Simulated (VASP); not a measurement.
# Al (P6_3/mmc) in VASP: single point with PBE

Aim: the single point of Al with PBE.

Everything below comes from runs of VASP 6.6.1. Logs are shortened: lines on timing, memory, paths and dates and some standing lists are left out, and cuts for length are marked.

## 1. The cell of the first run

The structure is hexagonal, space group P6_3/mmc (No. 194). The conventional cell has a = 2.853 Å, b = 2.853 Å, c = 28.102 Å, α = 90.00°, β = 90.00°, γ = 120.00°. Al (site symmetry 3m) has 12 Al at 2.85 to 2.86 Å within 3.8 Å. Within 3.8 Å of Al (site symmetry -3m) lie 12 Al at 2.85 to 2.86 Å. Within 3.8 Å of Al (site symmetry 3m) lie 12 Al at 2.85 to 2.88 Å. Within 3.8 Å of Al (site symmetry -6m2) lie 12 Al at 2.85 to 2.88 Å.

This isn't the form of Al at room conditions, which is fcc.

## 2. Single point, PBE

File INCAR:

```
SYSTEM = Al
PREC = Accurate ; ENCUT = 520
EDIFF = 1E-7 ; ISMEAR = 0
SIGMA = 0.1 ; LREAL = .FALSE.
LASPH = .TRUE. ; NELM = 80
ALGO = Fast ; ISIF = 2
LWAVE = .FALSE. ; LCHARG = .FALSE.
GGA = PE ; NBANDS = 30
```

File KPOINTS:

```
Automatic mesh
0
G
  18 18 2
  0 0 0
```

File POSCAR:

```
Al
1.0
    2.8531518044      0.0000000000      0.0000000000
   -1.4265759022      2.4709019435      0.0000000000
    0.0000000000      0.0000000000     28.1017410900
Al
12
Direct
    0.0000000000      0.0000000000      0.0002637367
    0.3333333333      0.6666666667      0.0833333333
    0.6666666667      0.3333333333      0.1664029300
    0.0000000000      0.0000000000      0.2493310649
    0.3333333333      0.6666666667      0.3333333333
    0.0000000000      0.0000000000      0.4173356018
    0.6666666667      0.3333333333      0.5002637367
    0.3333333333      0.6666666667      0.5833333333
    0.0000000000      0.0000000000      0.6664029300
    0.6666666667      0.3333333333      0.7493310649
    0.3333333333      0.6666666667      0.8333333333
    0.6666666667      0.3333333333      0.9173356018
```

Potentials or basis: VASP PAW PBE potentials, release 64 (Al).

On the command line:

```sh
> cat potpaw_PBE.64/Al/POTCAR > POTCAR
> mpirun -np 1 vasp_std > vasp.out
```

OUTCAR:

```text
SYSTEM = Al
   PREC = Accurate
   ENCUT = 520
   EDIFF = 1E-7
   ISMEAR = 0
   LREAL = .FALSE.
   LASPH = .TRUE.
   NELM = 80
   ISIF = 2
   GGA = PE

 ion  position               nearest neighbor table
   1  0.000  0.000  0.000-  12 2.85  12 2.85  12 2.85   2 2.86   2 2.86   2 2.86
   2  0.333  0.667  0.083-   1 2.86   1 2.86   1 2.86   3 2.86   3 2.86   3 2.86
   3  0.667  0.333  0.166-   4 2.85   4 2.85   4 2.85   2 2.86   2 2.86   2 2.86
   4  0.000  0.000  0.249-   3 2.85   3 2.85   3 2.85   5 2.88   5 2.88   5 2.88
   5  0.333  0.667  0.333-   4 2.88   4 2.88   4 2.88   6 2.88   6 2.88   6 2.88
   6  0.000  0.000  0.417-   7 2.85   7 2.85   7 2.85   5 2.88   5 2.88   5 2.88
   7  0.667  0.333  0.500-   6 2.85   6 2.85   6 2.85   8 2.86   8 2.86   8 2.86
   8  0.333  0.667  0.583-   7 2.86   7 2.86   7 2.86   9 2.86   9 2.86   9 2.86
   9  0.000  0.000  0.666-  10 2.85  10 2.85  10 2.85   8 2.86   8 2.86   8 2.86
  10  0.667  0.333  0.749-   9 2.85   9 2.85   9 2.85  11 2.88  11 2.88  11 2.88
  11  0.333  0.667  0.833-  10 2.88  10 2.88  10 2.88  12 2.88  12 2.88  12 2.88
  12  0.667  0.333  0.917-   1 2.85   1 2.85   1 2.85  11 2.88  11 2.88  11 2.88

  LATTYP: Found a hexagonal cell.
 ALAT       =     2.8531518044
 C/A-ratio  =     9.8493676525

  Lattice vectors:

 A1 = (   2.8531518044,   0.0000000000,   0.0000000000)
 A2 = (  -1.4265759022,   2.4709019435,   0.0000000000)
 A3 = (   0.0000000000,   0.0000000000,  28.1017410900)

Analysis of symmetry for initial positions (statically):
=====================================================================
 Subroutine PRICEL returns:
 Original cell was already a primitive cell.

 Routine SETGRP: Setting up the symmetry group for a
 hexagonal supercell.

 Subroutine GETGRP returns: Found 24 space group operations
 (whereof  6 operations were pure point group operations)
 out of a pool of 24 trial point group operations.

The static configuration has the point symmetry C_3v.
 The point group associated with its full space group is D_6h.

Analysis of symmetry for dynamics (positions and initial velocities):
=====================================================================
 Subroutine PRICEL returns:
 Original cell was already a primitive cell.

 Routine SETGRP: Setting up the symmetry group for a
 hexagonal supercell.

 Subroutine GETGRP returns: Found 24 space group operations
 (whereof  6 operations were pure point group operations)
 out of a pool of 24 trial point group operations.

The dynamic configuration has the point symmetry C_3v.
 The point group associated with its full space group is D_6h.

 Subroutine INISYM returns: Found 24 space group operations
 (whereof  6 operations are pure point group operations),
 and found     1 'primitive' translations

----------------------------------------------------------------------------------------

                                     Primitive cell

  volume of cell :     198.1133

  direct lattice vectors                    reciprocal lattice vectors
     2.853151804  0.000000000  0.000000000     0.350489588  0.202355258  0.000000000
    -1.426575902  2.470901943  0.000000000     0.000000000  0.404710516  0.000000000
     0.000000000  0.000000000 28.101741090     0.000000000  0.000000000  0.035584984

  length of vectors
     2.853151804  2.853151804 28.101741090     0.404710516  0.404710516  0.035584984

  position of ions in fractional coordinates (direct lattice)
     0.000000000  0.000000000  0.000263737
     0.333333333  0.666666667  0.083333333
     0.666666667  0.333333333  0.166402930
     0.000000000  0.000000000  0.249331065
     0.333333333  0.666666667  0.333333333
     0.000000000  0.000000000  0.417335602
     0.666666667  0.333333333  0.500263737
     0.333333333  0.666666667  0.583333333
     0.000000000  0.000000000  0.666402930
     0.666666667  0.333333333  0.749331065
     0.333333333  0.666666667  0.833333333
     0.666666667  0.333333333  0.917335602

  ion indices of the primitive-cell ions
   primitive index   ion index
                 1           1
                 2           2
                 3           3
                 4           4
                 5           5
                 6           6
                 7           7
                 8           8
                 9           9
                10          10
                11          11
                12          12

----------------------------------------------------------------------------------------

 KPOINTS: Automatic mesh

Automatic generation of k-mesh.
 Grid dimensions read from file:
 generate k-points for:   18   18    2

 Generating k-lattice:

  Cartesian coordinates                     Fractional coordinates (reciprocal lattice)
     0.019471644  0.011241959  0.000000000     0.055555556 -0.000000000  0.000000000
     0.000000000  0.022483918  0.000000000     0.000000000  0.055555556  0.000000000
     0.000000000  0.000000000  0.017792492     0.000000000  0.000000000  0.500000000

  Length of vectors
     0.022483918  0.022483918  0.017792492

  Shift w.r.t. Gamma in fractional coordinates (k-lattice)
     0.000000000  0.000000000  0.000000000

 Subroutine IBZKPT returns following result:
 ===========================================

 Found     74 irreducible k-points:

 Following reciprocal coordinates:
            Coordinates               Weight
  0.000000  0.000000  0.000000      1.000000
  0.055556  0.000000  0.000000      6.000000
  0.111111  0.000000  0.000000      6.000000
  0.166667  0.000000  0.000000      6.000000
  0.222222  0.000000  0.000000      6.000000
  0.277778  0.000000  0.000000      6.000000
[... 16 lines left out ...]
  0.333333  0.111111  0.000000     12.000000
  0.388889  0.111111  0.000000     12.000000
 [... further k-points ...]
   k-points           NKPTS =     74   k-points in BZ     NKDIM =     74   number of bands    NBANDS=     30
   number of dos      NEDOS =    301   number of ions     NIONS =     12
   total plane-waves  NPLWV = 120960
   dimension x,y,z NGX =    24 NGY =   24 NGZ =  210
   dimension x,y,z NGXF=    48 NGYF=   48 NGZF=  420
   ions per type =              12
   NGX,Y,Z   is equivalent  to a cutoff of  13.98, 13.98, 12.42 a.u.
   NGXF,Y,Z  is equivalent  to a cutoff of  27.97, 27.97, 24.85 a.u.
 SYSTEM =  Al
   PREC   = accura    normal or accurate (medium, high low for compatibility)
   ISTART =      0    job   : 0-new  1-cont  2-samecut
   ICHARG =      2    charge: 1-file 2-atom 10-const
   ISPIN  =      1    spin polarized calculation?
   LNONCOLLINEAR =      F non collinear calculations
   LSORBIT =      F    spin-orbit coupling
   LASPH  =      T    aspherical Exc in radial PAW
   ENCUT  =  520.0 eV  38.22 Ry    6.18 a.u.   5.30  5.30 52.25*2*pi/ulx,y,z
   NELM   =     80;   NELMIN=  2; NELMDL= -5     # of ELM steps
   EDIFF  = 0.1E-06   stopping-criterion for ELM
   LREAL  =      F    real-space projection
   EDIFFG = 0.1E-05   stopping-criterion for IOM
   NSW    =      0    number of steps for IOM
   IBRION =     -1    ionic relax: 0-MD 1-quasi-New 2-CG
   NFREE  =      0    steps in history (QN), initial steepest desc. (CG)
   ISIF   =      2    stress and relaxation
   ISYM   =      2    0-nonsym 1-usesym 2-fastsym
   POTIM  = 0.5000    time-step for ionic-motion
   TEBEG  =    0.0;   TEEND  =   0.0 temperature during run
   PSTRESS=    0.0 pullay stress
   NELECT =      36.0000    total number of electrons
   NUPDOWN=      -1.0000    fix difference up-down
   EMIN   =  10.00;   EMAX   =-10.00  energy-range for DOS
   EFERMI =   0.00;   METHOD = LEGACY
   ISMEAR =     0;   SIGMA  =   0.10  broadening in eV -4-tet -1-fermi 0-gaus
   EFERMI_NEDOS =   21; number of points for ismear=-14 and -15
   IALGO  =     68    algorithm
   IMIX   =      4    mixing-type and parameters
     AMIX     =   0.40;   BMIX     =  1.00
     AMIX_MAG =   1.60;   BMIX_MAG =  1.00
  volume/ion in A,a.u.               =      16.51       111.41
  Fermi-wavevector in a.u.,A,eV,Ry     =   0.927266  1.752279 11.698598  0.859823
  Thomas-Fermi vector in A             =   2.053318
   LORBIT       =      0    0 simple, 1 ext, 2 COOP (PROOUT), +10 PAW based schemes
   GGA     = PE    functional components
   LHFCALC =     F    Hartree Fock is set to
   AEXX    =    0.0000 exact exchange contribution
   IVDW    =     0    specifies the selected vdW correction
   LEPSILON=     F    determine dielectric tensor
   LRPA    =     F    only Hartree local field effects (RPA)
 non-spin polarized calculation
 RMM-DIIS sequential band-by-band and
 Gauss-broadening in eV      SIGMA  =   0.10
  energy-cutoff  :      520.00
  volume of cell :      198.11
 maximum number of plane-waves:      5373
 NGX is ok and might be reduce to    24
   NGX = 11   NGY = 11   NGZ =105

 number of electron      36.0000000 magnetization

 Free energy of the ion-electron system (eV)
  ---------------------------------------------------
  ext. energy  EPLUGINS =         0.00000000
  ---------------------------------------------------
  free energy    TOTEN  =       -44.90429281 eV

  energy without entropy =      -44.87565518  energy(sigma->0) =      -44.88997400

 E-fermi :   7.9994     XC(G=0): -10.1948

 val. band max:        7.9862101001   @ k =   0.3333   0.2222   0.0000
 cond. band min:       8.0071822159   @ k =   0.4444   0.0556   0.0000
 fundamental gap:      0.0209721159
 Fermi energy:         7.9994141827

 k-point     1 :       0.0000    0.0000    0.0000
  band No.  band energies     occupation
      1      -3.1382      2.00000
      2      -2.9712      2.00000
      3      -2.9289      2.00000
      4      -2.4048      2.00000
      5      -2.3724      2.00000
      6      -1.4634      2.00000
[... 22 lines left out ...]
     29      18.9813      0.00000
     30      19.0036      0.00000
[... 728 lines left out ...]
  band No.  band energies     occupation
      1       1.7880      2.00000
      2       1.9485      2.00000
      3       1.9894      2.00000
      4       2.4927      2.00000
      5       2.5229      2.00000
      6       3.3907      2.00000
[... 22 lines left out ...]
     29      10.8210      0.00000
     30      10.9266      0.00000

 [... further k-points ...]
[... 5 lines left out ...]
  --------------------------------------------------------------------------------------
  -------------------------------------------------------------------------------------
  Total       -0.0651526     -0.0651526     -0.0251786      0.0000000     -0.0000000      0.0000000
  in kB       -0.5269008     -0.5269008     -0.2036241      0.0000000     -0.0000000      0.0000000
  external PRESSURE =      -0.4191419 kB  Pullay stress =       0.0000000 kB

 VOLUME and BASIS-vectors are now :
 -----------------------------------------------------------------------------
  energy-cutoff  :      520.00
  volume of cell :      198.11
      direct lattice vectors                 reciprocal lattice vectors
     2.853151804  0.000000000  0.000000000     0.350489588  0.202355258  0.000000000
    -1.426575902  2.470901943  0.000000000     0.000000000  0.404710516  0.000000000
     0.000000000  0.000000000 28.101741090     0.000000000  0.000000000  0.035584984

 POSITION                                       TOTAL-FORCE (eV/Angst)
 -----------------------------------------------------------------------------------
      0.00000      0.00000      0.00741         0.000000     -0.000000      0.000004
     -0.00000      1.64727      2.34181        -0.000000     -0.000000     -0.000000
      1.42658      0.82363      4.67621        -0.000000      0.000000     -0.000004
      0.00000      0.00000      7.00664        -0.000000     -0.000000     -0.000894
     -0.00000      1.64727      9.36725         0.000000     -0.000000     -0.000000
      0.00000      0.00000     11.72786         0.000000     -0.000000      0.000894
      1.42658      0.82363     14.05828        -0.000000      0.000000      0.000004
     -0.00000      1.64727     16.39268        -0.000000      0.000000     -0.000000
      0.00000      0.00000     18.72708         0.000000     -0.000000     -0.000004
      1.42658      0.82363     21.05751        -0.000000      0.000000     -0.000894
     -0.00000      1.64727     23.41812         0.000000      0.000000     -0.000000
      1.42658      0.82363     25.77873        -0.000000     -0.000000      0.000894
 -----------------------------------------------------------------------------------
    total drift:                                0.000000     -0.000000     -0.000000

  FREE ENERGIE OF THE ION-ELECTRON SYSTEM (eV)
  ---------------------------------------------------
  free  energy   TOTEN  =       -44.9042928116 eV

  energy  without entropy=      -44.8756551836  energy(sigma->0) =      -44.88997400
```

Wall time 11 min (1 thread of AMD EPYC 7R43 (Zen 3), shared host); peak memory 0.47 GiB.

What came out:

| Item | Value |
| --- | --- |
| Free energy | -44.9043 eV |
| Pressure | 0.0 GPa |
| Band gap on the k mesh | zero (bands 18 and 19 overlap by 5.64 eV) |
